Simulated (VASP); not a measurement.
Here is a VASP 6.6.1 calculation.

File INCAR:

```
ALGO = Normal ; EDIFF = 1E-6
ENCUT = 520 ; GGA = PE
ISIF = 2 ; ISMEAR = -1
LASPH = True ; LCHARG = False
LREAL = False ; LWAVE = False
NBANDS = 18 ; NELM = 80
PREC = Accurate ; SIGMA = 0.1
```

KPOINTS

```
k-points
0
Gamma
  7 7 4
```

Contents of POSCAR:

```
Cu
1.0
    2.5661520258      0.0000000000      0.0000000000
   -1.2830760129      2.2223528444      0.0000000000
    0.0000000000      0.0000000000      4.2018316729
Cu
2
Direct
    0.3333333333      0.6666666667      0.2500000000
    0.6666666667      0.3333333333      0.7500000000
```

Potentials or basis: VASP PAW PBE potentials, release 64 (Cu).

The run is started by

```sh
$ cat potpaw_PBE.64/Cu/POTCAR > POTCAR
$ mpirun -np 1 vasp_std > vasp.out
```

**Question.** Estimate the band gap on the k mesh.

**Answer.** Zero (band 11 reaches 9.82 eV, above the bottom of band 12 at 5.46 eV).

**Question.** Predict the pressure.

**Answer.** 0.2 GPa.

Stress tensor (GPa, compression positive):
```
0.35 0.00 0.00
0.00 0.35 0.00
0.00 0.00 0.02
```

Caveat: the k points lie up to 0.40 Å⁻¹ apart.
